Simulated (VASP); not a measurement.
# Cr (P6/mmm) in VASP: notebook

Runs on Cr. Level: PBE. Tasks: single point.

Everything below comes from runs of VASP 6.6.1. Logs are shortened: lines on timing, memory, paths and dates and some standing lists are left out, and cuts for length are marked.

## (1) The cell of the first run

Symmetry: P6/mmm, No. 191, hexagonal system. The conventional cell has a = 4.234 Å, b = 4.234 Å, c = 2.290 Å, α = 90.00°, β = 90.00°, γ = 120.00°. Within 3.0 Å of Cr (site symmetry 6/mmm) lie 14 Cr at 2.29 to 2.70 Å. Cr (site symmetry -6m2) has 11 Cr at 2.29 to 2.70 Å within 3.0 Å.

This isn't the form of Cr at room conditions, which is bcc.

## (2) Single point, PBE (11.85 Å³/atom)

The input, INCAR:

```
SYSTEM = Cr
ALGO = Normal
EDIFF = 1E-7
ENCUT = 520
GGA = PE
ISIF = 2
ISMEAR = -1
LASPH = .True.
LCHARG = .False.
LREAL = .False.
LWAVE = .False.
NBANDS = 25
NELM = 60
PREC = Accurate
SIGMA = 0.1
```

The input, KPOINTS:

```
k-points
0
Gamma
  10 10 15
  0 0 0
```

The input, POSCAR:

```
Cr
1.0
    4.2337145407      0.0000000000      0.0000000000
   -2.1168572704      3.6665043446      0.0000000000
    0.0000000000      0.0000000000      2.2904269274
Cr
3
Direct
    1.0000000000      0.0000000000      0.0000000000
    0.3333333333      0.6666666667      0.5000000000
    0.6666666667      0.3333333333      0.5000000000
```

Potentials or basis: VASP PAW PBE potentials, release 64 (Cr_pv).

Run with:

```sh
> cat potpaw_PBE.64/Cr_pv/POTCAR > POTCAR
> mpirun -np 1 vasp_std > vasp.out
```

OUTCAR:

```text
SYSTEM = Cr
   EDIFF = 1E-7
   ENCUT = 520
   GGA = PE
   ISIF = 2
   ISMEAR = -1
   LASPH = .True.
   LREAL = .False.
   NELM = 60
   PREC = Accurate

 ion  position               nearest neighbor table
   1  0.000  0.000  0.000-   2 2.70   3 2.70   2 2.70   3 2.70   3 2.70   3 2.70   2 2.70   2 2.70
                             3 2.70   3 2.70   2 2.70   2 2.70
   2  0.333  0.667  0.500-   3 2.44   3 2.44   3 2.44   1 2.70   1 2.70   1 2.70   1 2.70   1 2.70
                             1 2.70
   3  0.667  0.333  0.500-   2 2.44   2 2.44   2 2.44   1 2.70   1 2.70   1 2.70   1 2.70   1 2.70
                             1 2.70

  LATTYP: Found a hexagonal cell.
 ALAT       =     4.2337145407
 C/A-ratio  =     0.5409970147

  Lattice vectors:

 A1 = (   4.2337145407,   0.0000000000,   0.0000000000)
 A2 = (  -2.1168572704,   3.6665043446,   0.0000000000)
 A3 = (   0.0000000000,   0.0000000000,   2.2904269274)

Analysis of symmetry for initial positions (statically):
=====================================================================
 Subroutine PRICEL returns:
 Original cell was already a primitive cell.

 Routine SETGRP: Setting up the symmetry group for a
 hexagonal supercell.

 Subroutine GETGRP returns: Found 24 space group operations
 (whereof 24 operations were pure point group operations)
 out of a pool of 24 trial point group operations.

The static configuration has the point symmetry D_6h.

Analysis of symmetry for dynamics (positions and initial velocities):
=====================================================================
 Subroutine PRICEL returns:
 Original cell was already a primitive cell.

 Routine SETGRP: Setting up the symmetry group for a
 hexagonal supercell.

 Subroutine GETGRP returns: Found 24 space group operations
 (whereof 24 operations were pure point group operations)
 out of a pool of 24 trial point group operations.

The dynamic configuration has the point symmetry D_6h.

 Subroutine INISYM returns: Found 24 space group operations
 (whereof 24 operations are pure point group operations),
 and found     1 'primitive' translations

----------------------------------------------------------------------------------------

                                     Primitive cell

  volume of cell :      35.5541

  direct lattice vectors                    reciprocal lattice vectors
     4.233714541  0.000000000  0.000000000     0.236199203  0.136369673  0.000000000
    -2.116857270  3.666504345  0.000000000     0.000000000  0.272739347  0.000000000
     0.000000000  0.000000000  2.290426927     0.000000000  0.000000000  0.436599827

  length of vectors
     4.233714541  4.233714541  2.290426927     0.272739347  0.272739347  0.436599827

  position of ions in fractional coordinates (direct lattice)
     0.000000000  0.000000000  0.000000000
     0.333333333  0.666666667  0.500000000
     0.666666667  0.333333333  0.500000000

  ion indices of the primitive-cell ions
   primitive index   ion index
                 1           1
                 2           2
                 3           3

----------------------------------------------------------------------------------------

 KPOINTS: k-points

Automatic generation of k-mesh.
 Grid dimensions read from file:
 generate k-points for:   10   10   15

 Generating k-lattice:

  Cartesian coordinates                     Fractional coordinates (reciprocal lattice)
     0.023619920  0.013636967  0.000000000     0.100000000  0.000000000  0.000000000
     0.000000000  0.027273935  0.000000000     0.000000000  0.100000000  0.000000000
     0.000000000  0.000000000  0.029106655     0.000000000  0.000000000  0.066666667

  Length of vectors
     0.027273935  0.027273935  0.029106655

  Shift w.r.t. Gamma in fractional coordinates (k-lattice)
     0.000000000  0.000000000  0.000000000

 Subroutine IBZKPT returns following result:
 ===========================================

 Found    112 irreducible k-points:

 Following reciprocal coordinates:
            Coordinates               Weight
  0.000000  0.000000  0.000000      1.000000
  0.100000 -0.000000  0.000000      6.000000
  0.200000 -0.000000  0.000000      6.000000
  0.300000  0.000000  0.000000      6.000000
  0.400000 -0.000000  0.000000      6.000000
  0.500000  0.000000  0.000000      3.000000
[... 16 lines left out ...]
  0.300000  0.100000  0.066667     24.000000
  0.400000  0.100000  0.066667     24.000000
 [... further k-points ...]
   k-points           NKPTS =    112   k-points in BZ     NKDIM =    112   number of bands    NBANDS=     25
   number of dos      NEDOS =    301   number of ions     NIONS =      3
   total plane-waves  NPLWV =  18432
   dimension x,y,z NGX =    32 NGY =   32 NGZ =   18
   dimension x,y,z NGXF=    64 NGYF=   64 NGZF=   36
   ions per type =               3
   NGX,Y,Z   is equivalent  to a cutoff of  12.57, 12.57, 13.06 a.u.
   NGXF,Y,Z  is equivalent  to a cutoff of  25.13, 25.13, 26.13 a.u.
 SYSTEM =  Cr
   PREC   = accura    normal or accurate (medium, high low for compatibility)
   ISTART =      0    job   : 0-new  1-cont  2-samecut
   ICHARG =      2    charge: 1-file 2-atom 10-const
   ISPIN  =      1    spin polarized calculation?
   LNONCOLLINEAR =      F non collinear calculations
   LSORBIT =      F    spin-orbit coupling
   LASPH  =      T    aspherical Exc in radial PAW
   ENCUT  =  520.0 eV  38.22 Ry    6.18 a.u.   7.87  7.87  4.26*2*pi/ulx,y,z
   NELM   =     60;   NELMIN=  2; NELMDL= -5     # of ELM steps
   EDIFF  = 0.1E-06   stopping-criterion for ELM
   LREAL  =      F    real-space projection
   EDIFFG = 0.1E-05   stopping-criterion for IOM
   NSW    =      0    number of steps for IOM
   IBRION =     -1    ionic relax: 0-MD 1-quasi-New 2-CG
   NFREE  =      0    steps in history (QN), initial steepest desc. (CG)
   ISIF   =      2    stress and relaxation
   ISYM   =      2    0-nonsym 1-usesym 2-fastsym
   POTIM  = 0.5000    time-step for ionic-motion
   TEBEG  =    0.0;   TEEND  =   0.0 temperature during run
   PSTRESS=    0.0 pullay stress
   NELECT =      36.0000    total number of electrons
   NUPDOWN=      -1.0000    fix difference up-down
   EMIN   =  10.00;   EMAX   =-10.00  energy-range for DOS
   EFERMI =   0.00;   METHOD = LEGACY
   ISMEAR =    -1;   SIGMA  =   0.10  broadening in eV -4-tet -1-fermi 0-gaus
   EFERMI_NEDOS =   21; number of points for ismear=-14 and -15
   IALGO  =     38    algorithm
   IMIX   =      4    mixing-type and parameters
     AMIX     =   0.40;   BMIX     =  1.00
     AMIX_MAG =   1.60;   BMIX_MAG =  1.00
  volume/ion in A,a.u.               =      11.85        79.98
  Fermi-wavevector in a.u.,A,eV,Ry     =   1.643913  3.106546 36.769080  2.702451
  Thomas-Fermi vector in A             =   2.733968
   LORBIT       =      0    0 simple, 1 ext, 2 COOP (PROOUT), +10 PAW based schemes
   GGA     = PE    functional components
   LHFCALC =     F    Hartree Fock is set to
   AEXX    =    0.0000 exact exchange contribution
   IVDW    =     0    specifies the selected vdW correction
   LEPSILON=     F    determine dielectric tensor
   LRPA    =     F    only Hartree local field effects (RPA)
 non-spin polarized calculation
  energy-cutoff  :      520.00
  volume of cell :       35.55
 maximum number of plane-waves:       974
 NGX is ok and might be reduce to    32
   NGX = 15   NGY = 15   NGZ =  9

 number of electron      35.9999986 magnetization

 Free energy of the ion-electron system (eV)
  ---------------------------------------------------
  ext. energy  EPLUGINS =         0.00000000
  ---------------------------------------------------
  free energy    TOTEN  =       -27.60002472 eV

  energy without entropy =      -27.44274221  energy(sigma->0) =      -27.52138347

 E-fermi :  10.5513     XC(G=0): -13.4929

 val. band max:       10.5512520145   @ k =   0.2000   0.1000   0.3333
 cond. band min:      10.5536387560   @ k =   0.1000  -0.0000   0.2667
 fundamental gap:      0.0023867414
 Fermi energy:        10.5512956348

 k-point     1 :       0.0000    0.0000    0.0000
  band No.  band energies     occupation
      1     -32.5931      2.00000
      2     -32.5931      2.00000
      3     -32.5625      2.00000
      4     -32.5625      2.00000
      5     -32.0376      2.00000
      6     -32.0376      2.00000
[... 17 lines left out ...]
     24      13.1797      0.00000
     25      13.1797      0.00000

 k-point     2 :       0.1000   -0.0000    0.0000
  band No.  band energies     occupation
      1     -32.6511      2.00000
      2     -32.6395      2.00000
      3     -32.5006      2.00000
      4     -32.4937      2.00000
      5     -32.0608      2.00000
      6     -32.0412      2.00000
[... 17 lines left out ...]
     24      13.1075      0.00000
     25      13.1671      0.00000

 k-point     3 :       0.2000   -0.0000    0.0000
  band No.  band energies     occupation
      1     -32.7127      2.00000
      2     -32.6637      2.00000
      3     -32.4278      2.00000
      4     -32.4085      2.00000
      5     -32.1238      2.00000
      6     -32.0517      2.00000
[... 17 lines left out ...]
     24      12.9084      0.00000
     25      13.1287      0.00000

 k-point     4 :       0.3000    0.0000    0.0000
  band No.  band energies     occupation
      1     -32.7608      2.00000
      2     -32.6468      2.00000
      3     -32.3629      2.00000
      4     -32.3538      2.00000
      5     -32.1978      2.00000
      6     -32.0676      2.00000
[... 17 lines left out ...]
     24      12.6431      0.00000
     25      13.0632      0.00000
[... 477 lines left out ...]
 k-point    22 :       0.2000    0.1000    0.0667
  band No.  band energies     occupation
      1     -32.7183      2.00000
      2     -32.6686      2.00000
      3     -32.3827      2.00000
      4     -32.3561      2.00000
      5     -32.1745      2.00000
      6     -32.0560      2.00000
[... 17 lines left out ...]
     24      12.5927      0.00000
     25      12.9781      0.00000

 k-point    23 :       0.3000    0.1000    0.0667
  band No.  band energies     occupation
      1     -32.7529      2.00000
      2     -32.6311      2.00000
      3     -32.3793      2.00000
      4     -32.3082      2.00000
      5     -32.2171      2.00000
      6     -32.0695      2.00000
[... 17 lines left out ...]
     24      12.6406      0.00000
     25      12.8928      0.00000

 k-point    24 :       0.4000    0.1000    0.0667
  band No.  band energies     occupation
      1     -32.7714      2.00000
      2     -32.5582      2.00000
      3     -32.4618      2.00000
      4     -32.2818      2.00000
      5     -32.2057      2.00000
      6     -32.0799      2.00000
[... 17 lines left out ...]
     24      12.7703      0.00000
     25      12.8608      0.00000

 [... further k-points ...]

------------------------ aborting loop because EDIFF is reached ----------------------------------------

  FORCE on cell =-STRESS in cart. coord.  units (eV):
  Direction    XX          YY          ZZ          XY          YZ          ZX
  --------------------------------------------------------------------------------------
  -------------------------------------------------------------------------------------
  Total       -0.1114935     -0.1114935      0.0395129      0.0000000     -0.0000000     -0.0000000
  in kB       -5.0242346     -5.0242346      1.7805721      0.0000000     -0.0000000     -0.0000000
  external PRESSURE =      -2.7559657 kB  Pullay stress =       0.0000000 kB

 VOLUME and BASIS-vectors are now :
 -----------------------------------------------------------------------------
  energy-cutoff  :      520.00
  volume of cell :       35.55
      direct lattice vectors                 reciprocal lattice vectors
     4.233714541  0.000000000  0.000000000     0.236199203  0.136369673  0.000000000
    -2.116857270  3.666504345  0.000000000     0.000000000  0.272739347  0.000000000
     0.000000000  0.000000000  2.290426927     0.000000000  0.000000000  0.436599827

 POSITION                                       TOTAL-FORCE (eV/Angst)
 -----------------------------------------------------------------------------------
      0.00000      0.00000      0.00000         0.000000      0.000000      0.000000
     -0.00000      2.44434      1.14521         0.000000      0.000000      0.000000
      2.11686      1.22217      1.14521        -0.000000      0.000000     -0.000000
 -----------------------------------------------------------------------------------
    total drift:                               -0.000000      0.000000      0.000000

  FREE ENERGIE OF THE ION-ELECTRON SYSTEM (eV)
  ---------------------------------------------------
  free  energy   TOTEN  =       -27.6000247170 eV

  energy  without entropy=      -27.4427422143  energy(sigma->0) =      -27.52138347
```

Wall time 2.3 min (1 thread of Intel Xeon 8259CL, shared host); peak memory 0.2 GiB.

Results:

- Free energy: -27.6000 eV
- Pressure: -0.3 GPa
- Band gap on the k mesh: zero (bands 18 and 19 overlap by 0.74 eV)

Levels at points of the mesh, in eV from the Fermi level:
| k point | band 16 | band 17 | band 18 | band 19 | band 20 | band 21 |
| --- | --- | --- | --- | --- | --- | --- |
| (0.00, 0.00, 0.00) | -2.06 | -1.81 | -0.32 | -0.32 | 1.31 | 1.31 |
| (0.50, 0.00, 0.00) | -1.78 | -1.61 | 0.42 | 0.75 | 1.34 | 1.44 |

Caveat: the run has no spin polarisation, though such a crystal can be magnetic. Spin polarisation is off, so any magnetic state and its effect on volume and gap are missing.

## (3) Single point, PBE (12.33 Å³/atom)

This run uses another cell than the first one, of 12.33 Å³/atom.

The input, INCAR:

```
PREC = Accurate
ENCUT = 520
EDIFF = 1E-6
ISMEAR = -1
SIGMA = 0.1
LREAL = F
LASPH = T
NELM = 100
ALGO = Normal
ISIF = 2
LWAVE = F
LCHARG = T
GGA = PE
LELF = T
LVHAR = T
NBANDS = 25
```

The input, KPOINTS:

```
regular mesh
0
Gamma
  10 10 15
```

The input, POSCAR:

```
Cr
1.0
    4.2894277000      0.0000000000      0.0000000000
   -2.1447138500      3.7147533559      0.0000000000
    0.0000000000      0.0000000000      2.3205675803
Cr
3
Direct
    1.0000000000      0.0000000000      0.0000000000
    0.3333333333      0.6666666667      0.5000000000
    0.6666666667      0.3333333333      0.5000000000
```

Potentials or basis: VASP PAW PBE potentials, release 64 (Cr_pv).

Run with:

```sh
> cat potpaw_PBE.64/Cr_pv/POTCAR > POTCAR
> mpirun -np 1 vasp_std > vasp.out
```

Wall time 2.3 min (1 thread of Intel Xeon 8259CL, shared host); peak memory 0.2 GiB.

Results (log left out):

```
Free energy            : -27.5593 eV
Pressure               : -8.8 GPa
Band gap on the k mesh : zero (bands 18 and 19 overlap by 0.66 eV)
```

Levels at points of the mesh, in eV from the Fermi level:
| k point | band 15 | band 16 | band 17 | band 18 | band 19 | band 20 | band 21 | band 22 |
| --- | --- | --- | --- | --- | --- | --- | --- | --- |
| (0.00, 0.00, 0.00) | -1.98 | -1.98 | -1.72 | -0.30 | -0.30 | 1.25 | 1.25 | 1.30 |
| (0.50, 0.00, 0.00) | -1.86 | -1.69 | -1.51 | 0.36 | 0.72 | 1.27 | 1.38 | 1.43 |

Caveat: the cell stands under tension; the run has no spin polarisation, though such a crystal can be magnetic. Spin polarisation is off, so any magnetic state and its effect on volume and gap are missing.

(Continued in part 2 of 2.)
